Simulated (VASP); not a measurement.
# Mg (P2_1/m) in VASP: further runs

The runs below take Mg through single point, with PBE.

All numbers are computed with VASP 6.6.1; they aren't measurements. Logs are shortened: lines on timing, memory, paths and dates and some standing lists are left out, and cuts for length are marked.

## 1. The cell of the first run

It takes space group P2_1/m (No. 11, monoclinic). Conventional cell: a = 3.209 Å, b = 5.210 Å, c = 3.209 Å, α = 90.00°, β = 120.00°, γ = 90.00°. Mg (site symmetry m) has 12 Mg at 3.10 to 3.30 Å within 4.1 Å.

## 2. Single point, PBE (atom 2 (Mg) moved by [0.2, 0.0, 0.0] A)

INCAR reads:

```
SYSTEM = Mg
PREC     = Accurate       ! precision mode
ENCUT    = 520            ! plane-wave cutoff, eV
EDIFF    = 1E-7           ! SCF threshold, eV
ISMEAR   = -1             ! smearing method
SIGMA    = 0.05           ! smearing width, eV
LREAL    = .FALSE.        ! projectors in reciprocal space
LASPH    = .TRUE.         ! aspherical terms in the spheres
NELM     = 80             ! most SCF steps
ALGO     = Normal         ! electronic algorithm
ISIF     = 2              ! what is computed and relaxed
LWAVE    = .FALSE.        ! write WAVECAR
LCHARG   = .TRUE.         ! write CHGCAR
GGA      = PE             ! functional
LELF     = .TRUE.         ! ELF
LVHAR    = .TRUE.       
NBANDS   = 9              ! bands
```

KPOINTS reads:

```
regular mesh
0
G
  12 12 7
  0 0 0
```

POSCAR reads:

```
Mg
1.0
    3.2092715325      0.0000000000      0.0000000000
   -1.6046357662      2.7793106748      0.0000000000
    0.0000000000      0.0000000000      5.2103300000
Mg
2
Direct
    0.3333333333      0.6666666667      0.2500000000
    0.7289861052      0.3333333333      0.7500000000
```

Potentials or basis: VASP PAW PBE potentials, release 64 (Mg).

Run with:

```console
$ cat potpaw_PBE.64/Mg/POTCAR > POTCAR
$ mpirun -np 1 vasp_std > vasp.out
```

OUTCAR:

```text
SYSTEM = Mg
   PREC = Accurate
   ENCUT = 520
   EDIFF = 1E-7
   ISMEAR = -1
   LREAL = .FALSE.
   LASPH = .TRUE.
   NELM = 80
   ISIF = 2
   GGA = PE

 ion  position               nearest neighbor table
   1  0.333  0.667  0.250-   2 3.10   2 3.10   2 3.20   2 3.20   2 3.30   2 3.30
   2  0.729  0.333  0.750-   1 3.10   1 3.10   1 3.20   1 3.20   1 3.30   1 3.30

  LATTYP: Found a hexagonal cell.
 ALAT       =     3.2092715325
 C/A-ratio  =     1.6235242008

  Lattice vectors:

 A1 = (   3.2092715325,   0.0000000000,   0.0000000000)
 A2 = (  -1.6046357662,   2.7793106748,   0.0000000000)
 A3 = (   0.0000000000,   0.0000000000,   5.2103300000)

Analysis of symmetry for initial positions (statically):
=====================================================================
 Subroutine PRICEL returns:
 Original cell was already a primitive cell.

 Routine SETGRP: Setting up the symmetry group for a
 hexagonal supercell.

 Subroutine GETGRP returns: Found  4 space group operations
 (whereof  1 operations were pure point group operations)
 out of a pool of 24 trial point group operations.

The static configuration has the point symmetry C_1 .
 The point group associated with its full space group is C_2h.

Analysis of symmetry for dynamics (positions and initial velocities):
=====================================================================
 Subroutine PRICEL returns:
 Original cell was already a primitive cell.

 Routine SETGRP: Setting up the symmetry group for a
 hexagonal supercell.

 Subroutine GETGRP returns: Found  4 space group operations
 (whereof  1 operations were pure point group operations)
 out of a pool of 24 trial point group operations.

The dynamic configuration has the point symmetry C_1 .
 The point group associated with its full space group is C_2h.

 Subroutine INISYM returns: Found  4 space group operations
 (whereof  1 operations are pure point group operations),
 and found     1 'primitive' translations

----------------------------------------------------------------------------------------

                                     Primitive cell

  volume of cell :      46.4739

  direct lattice vectors                    reciprocal lattice vectors
     3.209271532  0.000000000  0.000000000     0.311597193  0.179900723  0.000000000
    -1.604635766  2.779310675  0.000000000     0.000000000  0.359801446  0.000000000
     0.000000000  0.000000000  5.210330000     0.000000000  0.000000000  0.191926423

  length of vectors
     3.209271532  3.209271532  5.210330000     0.359801446  0.359801446  0.191926423

  position of ions in fractional coordinates (direct lattice)
     0.333333333  0.666666667  0.250000000
     0.728986105  0.333333333  0.750000000

  ion indices of the primitive-cell ions
   primitive index   ion index
                 1           1
                 2           2

----------------------------------------------------------------------------------------

 KPOINTS: regular mesh

Automatic generation of k-mesh.
 Grid dimensions read from file:
 generate k-points for:   12   12    7

 Generating k-lattice:

  Cartesian coordinates                     Fractional coordinates (reciprocal lattice)
     0.025966433  0.014991727  0.000000000     0.083333333  0.000000000  0.000000000
     0.000000000  0.029983454  0.000000000     0.000000000  0.083333333  0.000000000
     0.000000000  0.000000000  0.027418060     0.000000000  0.000000000  0.142857143

  Length of vectors
     0.029983454  0.029983454  0.027418060

  Shift w.r.t. Gamma in fractional coordinates (k-lattice)
     0.000000000  0.000000000  0.000000000

 Subroutine IBZKPT returns following result:
 ===========================================

 Found    296 irreducible k-points:

 Following reciprocal coordinates:
            Coordinates               Weight
  0.000000  0.000000  0.000000      1.000000
  0.083333  0.000000  0.000000      2.000000
  0.000000  0.083333  0.000000      2.000000
 -0.083333  0.083333  0.000000      2.000000
  0.166667  0.000000  0.000000      2.000000
  0.000000  0.166667  0.000000      2.000000
[... 16 lines left out ...]
  0.166667  0.083333  0.000000      2.000000
 -0.083333  0.250000  0.000000      2.000000
 [... further k-points ...]
   k-points           NKPTS =    296   k-points in BZ     NKDIM =    296   number of bands    NBANDS=      9
   number of dos      NEDOS =    301   number of ions     NIONS =      2
   total plane-waves  NPLWV =  23040
   dimension x,y,z NGX =    24 NGY =   24 NGZ =   40
   dimension x,y,z NGXF=    48 NGYF=   48 NGZF=   80
   ions per type =               2
   NGX,Y,Z   is equivalent  to a cutoff of  12.43, 12.43, 12.76 a.u.
   NGXF,Y,Z  is equivalent  to a cutoff of  24.86, 24.86, 25.53 a.u.
 SYSTEM =  Mg
   PREC   = accura    normal or accurate (medium, high low for compatibility)
   ISTART =      0    job   : 0-new  1-cont  2-samecut
   ICHARG =      2    charge: 1-file 2-atom 10-const
   ISPIN  =      1    spin polarized calculation?
   LNONCOLLINEAR =      F non collinear calculations
   LSORBIT =      F    spin-orbit coupling
   LASPH  =      T    aspherical Exc in radial PAW
   ENCUT  =  520.0 eV  38.22 Ry    6.18 a.u.   5.97  5.97  9.69*2*pi/ulx,y,z
   NELM   =     80;   NELMIN=  2; NELMDL= -5     # of ELM steps
   EDIFF  = 0.1E-06   stopping-criterion for ELM
   LREAL  =      F    real-space projection
   EDIFFG = 0.1E-05   stopping-criterion for IOM
   NSW    =      0    number of steps for IOM
   IBRION =     -1    ionic relax: 0-MD 1-quasi-New 2-CG
   NFREE  =      0    steps in history (QN), initial steepest desc. (CG)
   ISIF   =      2    stress and relaxation
   ISYM   =      2    0-nonsym 1-usesym 2-fastsym
   POTIM  = 0.5000    time-step for ionic-motion
   TEBEG  =    0.0;   TEEND  =   0.0 temperature during run
   PSTRESS=    0.0 pullay stress
   NELECT =       4.0000    total number of electrons
   NUPDOWN=      -1.0000    fix difference up-down
   EMIN   =  10.00;   EMAX   =-10.00  energy-range for DOS
   EFERMI =   0.00;   METHOD = LEGACY
   ISMEAR =    -1;   SIGMA  =   0.05  broadening in eV -4-tet -1-fermi 0-gaus
   EFERMI_NEDOS =   21; number of points for ismear=-14 and -15
   IALGO  =     38    algorithm
   IMIX   =      4    mixing-type and parameters
     AMIX     =   0.40;   BMIX     =  1.00
     AMIX_MAG =   1.60;   BMIX_MAG =  1.00
  volume/ion in A,a.u.               =      23.24       156.81
  Fermi-wavevector in a.u.,A,eV,Ry     =   0.722812  1.365916  7.108458  0.522457
  Thomas-Fermi vector in A             =   1.812869
   LORBIT       =      0    0 simple, 1 ext, 2 COOP (PROOUT), +10 PAW based schemes
   GGA     = PE    functional components
   LHFCALC =     F    Hartree Fock is set to
   AEXX    =    0.0000 exact exchange contribution
   IVDW    =     0    specifies the selected vdW correction
   LEPSILON=     F    determine dielectric tensor
   LRPA    =     F    only Hartree local field effects (RPA)
 non-spin polarized calculation
  energy-cutoff  :      520.00
  volume of cell :       46.47
 maximum number of plane-waves:      1281
   NGX = 11   NGY = 11   NGZ = 19

 number of electron       4.0000000 magnetization

 Free energy of the ion-electron system (eV)
  ---------------------------------------------------
  ext. energy  EPLUGINS =         0.00000000
  ---------------------------------------------------
  free energy    TOTEN  =        -3.00127613 eV

  energy without entropy =       -2.99373632  energy(sigma->0) =       -2.99750622

 E-fermi :   2.5171     XC(G=0):  -8.4534

 val. band max:        2.5130304995   @ k =   0.5000   0.3333   0.1429
 cond. band min:       2.5195981846   @ k =   0.2500   0.0833   0.0000
 fundamental gap:      0.0065676851
 Fermi energy:         2.5170893659

 k-point     1 :       0.0000    0.0000    0.0000
  band No.  band energies     occupation
      1      -4.3092      2.00000
      2       0.9051      2.00000
      3       1.3292      2.00000
      4      13.4351      0.00000
      5      13.4515      0.00000
      6      13.4787      0.00000
      7      13.5365      0.00000
      8      14.4083      0.00000
      9      15.7473      0.00000

 k-point     2 :       0.0833    0.0000    0.0000
  band No.  band energies     occupation
      1      -4.1736      2.00000
      2       1.0291      2.00000
      3       1.4608      2.00000
      4      11.2133      0.00000
      5      12.2341      0.00000
      6      12.9554      0.00000
      7      14.9094      0.00000
      8      15.3041      0.00000
      9      15.7049      0.00000

 k-point     3 :       0.0000    0.0833    0.0000
  band No.  band energies     occupation
      1      -4.1736      2.00000
      2       1.0291      2.00000
      3       1.4611      2.00000
      4      11.1698      0.00000
      5      12.2422      0.00000
      6      13.0068      0.00000
      7      14.8959      0.00000
      8      15.2633      0.00000
      9      15.7726      0.00000

 k-point     4 :      -0.0833    0.0833    0.0000
  band No.  band energies     occupation
      1      -4.1736      2.00000
      2       1.0292      2.00000
      3       1.4615      2.00000
      4      11.1219      0.00000
      5      12.2343      0.00000
      6      13.0887      0.00000
      7      14.9225      0.00000
      8      15.1906      0.00000
      9      15.9181      0.00000

 k-point     5 :       0.1667    0.0000    0.0000
  band No.  band energies     occupation
      1      -3.7679      2.00000
      2       1.4013      2.00000
      3       1.8505      2.00000
      4       8.6967      0.00000
      5      11.2097      0.00000
      6      11.8217      0.00000
      7      13.3071      0.00000
      8      14.0806      0.00000
      9      15.8422      0.00000

 k-point     6 :       0.0000    0.1667    0.0000
  band No.  band energies     occupation
      1      -3.7679      2.00000
      2       1.4014      2.00000
      3       1.8522      2.00000
      4       8.6624      0.00000
      5      11.2162      0.00000
      6      11.8177      0.00000
      7      13.3484      0.00000
      8      14.1788      0.00000
      9      15.8431      0.00000
[... 169 lines left out ...]
 k-point    21 :      -0.0833    0.1667    0.0000
  band No.  band energies     occupation
      1      -3.9030      2.00000
      2       1.2774      2.00000
      3       1.7239      2.00000
      4       9.8308      0.00000
      5      10.0933      0.00000
      6      13.9704      0.00000
      7      14.3442      0.00000
      8      14.5697      0.00000
      9      14.9325      0.00000

 k-point    22 :      -0.1667    0.0833    0.0000
  band No.  band energies     occupation
      1      -3.9030      2.00000
      2       1.2773      2.00000
      3       1.7229      2.00000
      4       9.8517      0.00000
      5      10.1178      0.00000
      6      14.0629      0.00000
      7      14.1303      0.00000
      8      14.3810      0.00000
      9      15.0728      0.00000

 k-point    23 :       0.1667    0.0833    0.0000
  band No.  band energies     occupation
      1      -3.3640      2.00000
      2       1.7738      2.00000
      3       2.2303      1.99357
      4       7.5841      0.00000
      5       9.0420      0.00000
      6      12.1446      0.00000
      7      12.5019      0.00000
      8      13.7495      0.00000
      9      13.9660      0.00000

 k-point    24 :      -0.0833    0.2500    0.0000
  band No.  band energies     occupation
      1      -3.3640      2.00000
      2       1.7741      2.00000
      3       2.2368      1.99268
      4       7.5479      0.00000
      5       8.9635      0.00000
      6      12.2613      0.00000
      7      12.5950      0.00000
      8      13.8209      0.00000
      9      13.9040      0.00000

 [... further k-points ...]

------------------------ aborting loop because EDIFF is reached ----------------------------------------

  FORCE on cell =-STRESS in cart. coord.  units (eV):
  Direction    XX          YY          ZZ          XY          YZ          ZX
  --------------------------------------------------------------------------------------
  -------------------------------------------------------------------------------------
  Total       -0.1062398     -0.0875531     -0.2535132      0.1501713      0.0000000      0.0000000
  in kB       -3.6625978     -3.0183759     -8.7398189      5.1771277      0.0000000      0.0000000
  external PRESSURE =      -5.1402642 kB  Pullay stress =       0.0000000 kB

 VOLUME and BASIS-vectors are now :
 -----------------------------------------------------------------------------
  energy-cutoff  :      520.00
  volume of cell :       46.47
      direct lattice vectors                 reciprocal lattice vectors
     3.209271532  0.000000000  0.000000000     0.311597193  0.179900723  0.000000000
    -1.604635766  2.779310675  0.000000000     0.000000000  0.359801446  0.000000000
     0.000000000  0.000000000  5.210330000     0.000000000  0.000000000  0.191926423

 POSITION                                       TOTAL-FORCE (eV/Angst)
 -----------------------------------------------------------------------------------
     -0.00000      1.85287      1.30258         0.132946      0.027956      0.000000
      1.80464      0.92644      3.90775        -0.132946     -0.027956      0.000000
 -----------------------------------------------------------------------------------
    total drift:                               -0.000000     -0.000000      0.000000

  FREE ENERGIE OF THE ION-ELECTRON SYSTEM (eV)
  ---------------------------------------------------
  free  energy   TOTEN  =        -3.0012761341 eV

  energy  without entropy=       -2.9937363157  energy(sigma->0) =       -2.99750622
```

Run time: 71 s. Hardware: 1 thread of Intel Xeon 8259CL, shared host; peak memory 0.25 GiB.

Results:

```yaml
Free_energy: -3.0013 eV
Pressure: -0.5 GPa
Largest_force: 0.136 eV/Å
Band_gap_on_the_k_mesh: zero (band 2 reaches 3.59 eV, above the bottom of band 3 at 1.33 eV)
```

Forces on the atoms (eV/Å):
```
Mg   0.133  0.028  0.000
Mg  -0.133 -0.028  0.000
```

Caveat: the cell differs from its parent crystal (atom 2 (Mg) moved by [0.2, 0.0, 0.0] A).

## 3. Single point, PBE

INCAR reads:

```
SYSTEM = Mg
ALGO = Normal ; EDIFF = 1E-6
ENCUT = 520 ; GGA = PE
ISIF = 2 ; ISMEAR = 0
LASPH = .TRUE. ; LCHARG = .FALSE.
LREAL = .FALSE. ; LWAVE = .FALSE.
NBANDS = 9 ; NELM = 100
PREC = Accurate ; SIGMA = 0.15
```

KPOINTS reads:

```
k-points
0
G
  12 12 7
  0 0 0
```

POSCAR is that of step 2.

Potentials or basis: VASP PAW PBE potentials, release 64 (Mg).

Run with:

```console
$ cat potpaw_PBE.64/Mg/POTCAR > POTCAR
$ mpirun -np 1 vasp_std > vasp.out
```

It took 73 s on 1 thread of Intel Xeon 8259CL, shared host; peak memory 0.25 GiB.

It converged, with:

```yaml
Free_energy: -3.0027 eV
Pressure: -0.5 GPa
Largest_force: 0.136 eV/Å
Band_gap_on_the_k_mesh: zero (band 2 reaches 3.59 eV, above the bottom of band 3 at 1.33 eV)
```

Forces on the atoms (eV/Å):
```
Mg   0.133  0.028  0.000
Mg  -0.133 -0.028  0.000
```

Stress tensor (GPa, compression positive):
```
-0.37  0.50  0.00
 0.50 -0.32  0.00
 0.00  0.00 -0.84
```

Levels at points of the mesh, in eV from the Fermi level:
```tsv
k point	band 1	band 2	band 3	band 4	band 5	band 6
(0.00, 0.00, 0.00)	-6.83	-1.62	-1.19	10.91	10.93	10.95
(0.50, 0.00, 0.00)	-2.08	-2.08	2.77	2.96	3.42	3.64
(0.00, 0.50, 0.00)	-2.08	-2.07	2.68	3.07	3.29	3.71
(0.50, 0.50, 0.00)	-2.07	-2.07	2.62	3.15	3.17	3.76
```
